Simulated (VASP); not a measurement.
# C8O in VASP: a series of runs

Runs on C8O. Level: PBE+D3(BJ). Tasks: single point.

All numbers are computed with VASP 6.6.1; they aren't measurements. Logs are shortened: lines on timing, memory, paths and dates and some standing lists are left out, and cuts for length are marked.

## 1. The cell of the first run

The cell holds a slab with vacuum, 9 atoms: a = 2.465 Å, b = 2.465 Å, c = 29.108 Å, α = 90.00°, β = 90.00°, γ = 120.00°.

## 2. Single point, PBE+D3(BJ)

INCAR reads:

```
SYSTEM = C8O
PREC = Accurate
ENCUT = 520
EDIFF = 1E-7
ISMEAR = 0
SIGMA = 0.1
LREAL = .False.
LASPH = .True.
NELM = 80
ALGO = Normal
ISIF = 2
LWAVE = .False.
LCHARG = .True.
LDIPOL = .True.
IDIPOL = 3
DIPOL = 0.5 0.5 0.489
GGA = PE
IVDW = 12
LELF = .True.
LVHAR = .True.
LVACPOTAV = .True.
NBANDS = 29
```

KPOINTS reads:

```
Automatic mesh
0
Gamma
  12 12 1
  0 0 0
```

POSCAR reads:

```
C8O
1.0
    2.4649796670      0.0000000000      0.0000000000
   -1.2324898335      2.1347350114      0.0000000000
    0.0000000000      0.0000000000     29.1076495408
C O
8 1
Direct
    0.0000000000      0.0000000000      0.2920194646
    0.6666666667      0.3333333333      0.2920194566
    0.0000000000      0.0000000000      0.4077696707
    0.3333333333      0.6666666667      0.4077696627
    0.0000000000      0.0000000000      0.5235198769
    0.6666666667      0.3333333333      0.5235198689
    0.0000000000      0.0000000000      0.6392700831
    0.3333333333      0.6666666667      0.6392700751
    0.0000000000      0.2500000000      0.6731685558
```

Potentials or basis: VASP PAW PBE potentials, release 64 (C, O).

Command:

```console
cat potpaw_PBE.64/C/POTCAR potpaw_PBE.64/O/POTCAR > POTCAR
mpirun -np 1 vasp_std > vasp.out
```

OUTCAR:

```text
SYSTEM = C8O
   PREC = Accurate
   ENCUT = 520
   EDIFF = 1E-7
   ISMEAR = 0
   LREAL = .False.
   LASPH = .True.
   NELM = 80
   ISIF = 2
   GGA = PE
   IVDW = 12
 IVDW          = 12

 ion  position               nearest neighbor table
   1  0.000  0.000  0.292-   2 1.42   2 1.42   2 1.42
   2  0.667  0.333  0.292-   1 1.42   1 1.42   1 1.42
   3  0.000  0.000  0.408-   4 1.42   4 1.42   4 1.42
   4  0.333  0.667  0.408-   3 1.42   3 1.42   3 1.42
   5  0.000  0.000  0.524-   6 1.42   6 1.42   6 1.42
   6  0.667  0.333  0.524-   5 1.42   5 1.42   5 1.42
   7  0.000  0.000  0.639-   9 1.16   8 1.42   8 1.42   8 1.42
   8  0.333  0.667  0.639-   9 1.36   7 1.42   7 1.42   7 1.42   9 1.84
   9  0.000  0.250  0.673-   7 1.16   8 1.36   8 1.84

  LATTYP: Found a hexagonal cell.
 ALAT       =     2.4649796670
 C/A-ratio  =    11.8084745000

  Lattice vectors:

 A1 = (   2.4649796670,   0.0000000000,   0.0000000000)
 A2 = (  -1.2324898335,   2.1347350114,   0.0000000000)
 A3 = (   0.0000000000,   0.0000000000,  29.1076495408)

Analysis of symmetry for initial positions (statically):
=====================================================================
 Subroutine PRICEL returns:
 Original cell was already a primitive cell.

 Routine SETGRP: Setting up the symmetry group for a
 hexagonal supercell.

 Subroutine GETGRP returns: Found  1 space group operations
 (whereof  1 operations were pure point group operations)
 out of a pool of 24 trial point group operations.

The static configuration has the point symmetry C_1 .

Analysis of symmetry for dynamics (positions and initial velocities):
=====================================================================
 Subroutine PRICEL returns:
 Original cell was already a primitive cell.

 Routine SETGRP: Setting up the symmetry group for a
 hexagonal supercell.

 Subroutine GETGRP returns: Found  1 space group operations
 (whereof  1 operations were pure point group operations)
 out of a pool of 24 trial point group operations.

The dynamic configuration has the point symmetry C_1 .

 Subroutine INISYM returns: Found  1 space group operations
 (whereof  1 operations are pure point group operations),
 and found     1 'primitive' translations

----------------------------------------------------------------------------------------

                                     Primitive cell

  volume of cell :     153.1667

  direct lattice vectors                    reciprocal lattice vectors
     2.464979667  0.000000000  0.000000000     0.405682860  0.234221108  0.000000000
    -1.232489834  2.134735011  0.000000000     0.000000000  0.468442216  0.000000000
     0.000000000  0.000000000 29.107649541     0.000000000  0.000000000  0.034355230

  length of vectors
     2.464979667  2.464979667 29.107649541     0.468442216  0.468442216  0.034355230

  position of ions in fractional coordinates (direct lattice)
     0.000000000  0.000000000  0.292019465
     0.666666667  0.333333333  0.292019457
     0.000000000  0.000000000  0.407769671
     0.333333333  0.666666667  0.407769663
     0.000000000  0.000000000  0.523519877
     0.666666667  0.333333333  0.523519869
     0.000000000  0.000000000  0.639270083
     0.333333333  0.666666667  0.639270075
     1.000000000  0.250000000  0.673168556

  ion indices of the primitive-cell ions
   primitive index   ion index
                 1           1
                 2           2
                 3           3
                 4           4
                 5           5
                 6           6
                 7           7
                 8           8
                 9           9

----------------------------------------------------------------------------------------

 KPOINTS: Automatic mesh

Automatic generation of k-mesh.
 Grid dimensions read from file:
 generate k-points for:   12   12    1

 Generating k-lattice:

  Cartesian coordinates                     Fractional coordinates (reciprocal lattice)
     0.033806905  0.019518426  0.000000000     0.083333333 -0.000000000  0.000000000
     0.000000000  0.039036851  0.000000000     0.000000000  0.083333333  0.000000000
     0.000000000  0.000000000  0.034355230     0.000000000  0.000000000  1.000000000

  Length of vectors
     0.039036851  0.039036851  0.034355230

  Shift w.r.t. Gamma in fractional coordinates (k-lattice)
     0.000000000  0.000000000  0.000000000

 Subroutine IBZKPT returns following result:
 ===========================================

 Found     74 irreducible k-points:

 Following reciprocal coordinates:
            Coordinates               Weight
  0.000000  0.000000  0.000000      1.000000
  0.083333 -0.000000  0.000000      2.000000
  0.000000  0.083333  0.000000      2.000000
 -0.083333  0.083333  0.000000      2.000000
  0.166667 -0.000000  0.000000      2.000000
  0.000000  0.166667  0.000000      2.000000
[... 16 lines left out ...]
  0.166667  0.083333  0.000000      2.000000
 -0.083333  0.250000  0.000000      2.000000
 [... further k-points ...]
   k-points           NKPTS =     74   k-points in BZ     NKDIM =     74   number of bands    NBANDS=     29
   number of dos      NEDOS =    301   number of ions     NIONS =      9
   total plane-waves  NPLWV =  69984
   dimension x,y,z NGX =    18 NGY =   18 NGZ =  216
   dimension x,y,z NGXF=    36 NGYF=   36 NGZF=  432
   ions per type =               8   1
   NGX,Y,Z   is equivalent  to a cutoff of  12.14, 12.14, 12.34 a.u.
   NGXF,Y,Z  is equivalent  to a cutoff of  24.28, 24.28, 24.67 a.u.
 SYSTEM =  C8O
   PREC   = accura    normal or accurate (medium, high low for compatibility)
   ISTART =      0    job   : 0-new  1-cont  2-samecut
   ICHARG =      2    charge: 1-file 2-atom 10-const
   ISPIN  =      1    spin polarized calculation?
   LNONCOLLINEAR =      F non collinear calculations
   LSORBIT =      F    spin-orbit coupling
   LASPH  =      T    aspherical Exc in radial PAW
   ENCUT  =  520.0 eV  38.22 Ry    6.18 a.u.   4.58  4.58 54.12*2*pi/ulx,y,z
   NELM   =     80;   NELMIN=  2; NELMDL= -5     # of ELM steps
   EDIFF  = 0.1E-06   stopping-criterion for ELM
   LREAL  =      F    real-space projection
   EDIFFG = 0.1E-05   stopping-criterion for IOM
   NSW    =      0    number of steps for IOM
   IBRION =     -1    ionic relax: 0-MD 1-quasi-New 2-CG
   NFREE  =      0    steps in history (QN), initial steepest desc. (CG)
   ISIF   =      2    stress and relaxation
   ISYM   =      2    0-nonsym 1-usesym 2-fastsym
   POTIM  = 0.5000    time-step for ionic-motion
   TEBEG  =    0.0;   TEEND  =   0.0 temperature during run
   PSTRESS=    0.0 pullay stress
   NELECT =      38.0000    total number of electrons
   NUPDOWN=      -1.0000    fix difference up-down
   EMIN   =  10.00;   EMAX   =-10.00  energy-range for DOS
   EFERMI =   0.00;   METHOD = LEGACY
   ISMEAR =     0;   SIGMA  =   0.10  broadening in eV -4-tet -1-fermi 0-gaus
   EFERMI_NEDOS =   21; number of points for ismear=-14 and -15
   IALGO  =     38    algorithm
   IMIX   =      4    mixing-type and parameters
     AMIX     =   0.40;   BMIX     =  1.00
     AMIX_MAG =   1.60;   BMIX_MAG =  1.00
  volume/ion in A,a.u.               =      17.02       114.85
  Fermi-wavevector in a.u.,A,eV,Ry     =   1.028682  1.943927 14.397508  1.058187
  Thomas-Fermi vector in A             =   2.162691
   LORBIT       =      0    0 simple, 1 ext, 2 COOP (PROOUT), +10 PAW based schemes
   GGA     = PE    functional components
   LHFCALC =     F    Hartree Fock is set to
   AEXX    =    0.0000 exact exchange contribution
   IVDW    =    12    specifies the selected vdW correction
   LEPSILON=     F    determine dielectric tensor
   LRPA    =     F    only Hartree local field effects (RPA)
 non-spin polarized calculation
 Gauss-broadening in eV      SIGMA  =   0.10
  energy-cutoff  :      520.00
  volume of cell :      153.17
 maximum number of plane-waves:      4180
   NGX =  9   NGY =  9   NGZ =109

 number of electron      37.9999995 magnetization

 dipolmoment           0.000000      0.000000      0.071242 electrons x Angstroem

 Free energy of the ion-electron system (eV)
  ---------------------------------------------------
  ext. energy  EPLUGINS =         0.00000000
  ---------------------------------------------------
  free energy    TOTEN  =       -74.16124107 eV

  energy without entropy =      -74.15780872  energy(sigma->0) =      -74.15952490

 E-fermi :  -0.4476     XC(G=0):  -5.4166

 val. band max:       -0.4481270034   @ k =   0.3333   0.3333   0.0000
 cond. band min:      -0.4390141126   @ k =   0.3333   0.3333   0.0000
 fundamental gap:      0.0091128907
 Fermi energy:        -0.4476262151

 k-point     1 :       0.0000    0.0000    0.0000
  band No.  band energies     occupation
      1     -29.4618      2.00000
      2     -20.0629      2.00000
      3     -19.9684      2.00000
      4     -19.8567      2.00000
      5     -15.6663      2.00000
      6      -9.6843      2.00000
[... 21 lines left out ...]
     28       7.5883      0.00000
     29       7.8736      0.00000

 k-point     2 :       0.0833   -0.0000    0.0000
  band No.  band energies     occupation
      1     -29.3493      2.00000
      2     -19.8976      2.00000
      3     -19.8041      2.00000
      4     -19.6935      2.00000
      5     -15.5812      2.00000
      6     -10.2493      2.00000
[... 21 lines left out ...]
     28       7.8087      0.00000
     29       7.9393      0.00000

 k-point     3 :       0.0000    0.0833    0.0000
  band No.  band energies     occupation
      1     -29.3446      2.00000
      2     -19.8976      2.00000
      3     -19.8041      2.00000
      4     -19.6935      2.00000
      5     -15.5793      2.00000
      6     -10.5196      2.00000
[... 638 lines left out ...]
      5     -15.4743      2.00000
      6     -12.2614      2.00000
[... 21 lines left out ...]
     28       7.8054      0.00000
     29       8.1494      0.00000

 k-point    24 :      -0.0833    0.2500    0.0000
  band No.  band energies     occupation
      1     -28.6996      2.00000
      2     -18.9124      2.00000
      3     -18.8250      2.00000
      4     -18.7206      2.00000
      5     -15.3954      2.00000
      6     -12.4242      2.00000
[... 21 lines left out ...]
     28       7.7993      0.00000
     29       8.1161      0.00000

 [... further k-points ...]

------------------------ aborting loop because EDIFF is reached ----------------------------------------

 Edisp (eV)   -1.18126

 E8    (eV) :    -0.3401

  FORCE on cell =-STRESS in cart. coord.  units (eV):
  Direction    XX          YY          ZZ          XY          YZ          ZX
  --------------------------------------------------------------------------------------
  -------------------------------------------------------------------------------------
  Total      10.12447    18.27980    20.60749    -1.19696     9.88596     0.39381
  in kB     105.90546   191.21310   215.56147   -12.52065   103.41054     4.11942
  external pressure =      170.89 kB  Pullay stress =        0.00 kB

 VOLUME and BASIS-vectors are now :
 -----------------------------------------------------------------------------
  energy-cutoff  :      520.00
  volume of cell :      153.17
      direct lattice vectors                 reciprocal lattice vectors
     2.464979667  0.000000000  0.000000000     0.405682860  0.234221108  0.000000000
    -1.232489834  2.134735011  0.000000000     0.000000000  0.468442216  0.000000000
     0.000000000  0.000000000 29.107649541     0.000000000  0.000000000  0.034355230

 POSITION                                       TOTAL-FORCE (eV/Angst)
 -----------------------------------------------------------------------------------
      0.00000      0.00000      8.50000         0.000016     -0.000013      0.008006
      1.23249      0.71158      8.50000        -0.000015      0.000011     -0.011600
      0.00000      0.00000     11.86922        -0.000055     -0.000006      0.002293
     -0.00000      1.42316     11.86922         0.000048     -0.000096      0.002521
      0.00000      0.00000     15.23843         0.013361     -0.016639     -0.013443
      1.23249      0.71158     15.23843        -0.015480      0.007835      0.009013
      0.00000      0.00000     18.60765         1.014111     -7.592645    -14.558872
     -0.00000      1.42316     18.60765        -1.400221     -2.387933     -6.402737
     -0.30812      0.53368     19.59435         0.388236      9.989486     20.964818
 -----------------------------------------------------------------------------------
    total drift:                               -0.000014      0.000072     -0.000091

  FREE ENERGIE OF THE ION-ELECTRON SYSTEM (eV)
  ---------------------------------------------------
  free  energy   TOTEN  =       -75.3425042857 eV

  energy  without entropy=      -75.3390719369  energy(sigma->0) =      -75.34078811

 vacuum level on the upper side and lower side of the slab         6.282         3.832
```

Wall time 4.4 min (1 thread of AMD EPYC 9R45 (Zen 5), shared host); peak memory 0.38 GiB.

Results:

```
Free energy                : -75.3425 eV
Largest force              : 23.226 eV/Å
Dispersion energy per atom : -0.131 eV
```

Forces in eV/Å, atoms in the order of the input:
```
C     0.000   0.000   0.008
C     0.000   0.000  -0.012
C     0.000   0.000   0.002
C     0.000   0.000   0.003
C     0.013  -0.017  -0.013
C    -0.015   0.008   0.009
C     1.014  -7.593 -14.559
C    -1.400  -2.388  -6.403
O     0.388   9.989  20.965
```

## 3. Single point, PBE+D3(BJ)

INCAR reads:

```
ALGO = Normal ; DIPOL = 0.5 0.5 0.493
EDIFF = 1E-7 ; ENCUT = 520
GGA = PE ; IDIPOL = 3
ISIF = 2 ; ISMEAR = 0
IVDW = 12 ; LASPH = True
LCHARG = False ; LDIPOL = True
LREAL = False ; LWAVE = False
NBANDS = 29 ; NELM = 80
PREC = Accurate ; SIGMA = 0.1
```

KPOINTS reads:

```
k-points
0
Gamma
  12 12 1
```

POSCAR, as its differences from that of step 2:

```diff
@@ -16,2 +16,2 @@
     0.3333333333      0.6666666667      0.6392700751
-    0.0000000000      0.2500000000      0.6731685558
+    0.0000000000      0.2500000000      0.7075237860
```

Potentials or basis: VASP PAW PBE potentials, release 64 (C, O).

Command:

```console
cat potpaw_PBE.64/C/POTCAR potpaw_PBE.64/O/POTCAR > POTCAR
mpirun -np 1 vasp_std > vasp.out
```

Run time: 5.7 min. Hardware: 1 thread of AMD EPYC 9R45 (Zen 5), shared host; peak memory 0.39 GiB.

The run converged. Its results:

```
Free energy                : -76.7308 eV
Largest force              : 0.678 eV/Å
Band gap on the k mesh     : zero (bands 19 and 20 overlap by 1.41 eV)
Dispersion energy per atom : -0.137 eV
```

Forces in eV/Å, atoms in the order of the input:
```
C    0.000  0.000  0.008
C    0.000  0.000 -0.012
C    0.000  0.000  0.002
C    0.000  0.000  0.003
C    0.003 -0.004 -0.008
C   -0.004  0.007 -0.005
C   -0.292 -0.116  0.141
C   -0.118  0.067 -0.664
O    0.410  0.046  0.536
```

Levels at points of the mesh, in eV from the Fermi level:
```tsv
k point	band 15	band 16	band 17	band 18	band 19	band 20	band 21	band 22	band 23	band 24
(0.00, 0.00, 0.00)	-3.01	-3.00	-3.00	-1.03	0.92	1.00	3.60	4.88	5.33	6.62
(0.50, 0.00, 0.00)	-2.99	-2.61	-2.34	-2.14	-0.11	0.43	1.53	1.71	2.00	2.68
(0.00, 0.50, 0.00)	-2.65	-2.40	-2.17	-1.93	-0.94	0.08	1.53	1.69	2.00	3.44
(0.50, 0.50, 0.00)	-3.19	-2.63	-2.36	-2.15	-0.03	0.79	1.54	1.69	1.97	2.35
```

(Part 1 of 2 ends here.)
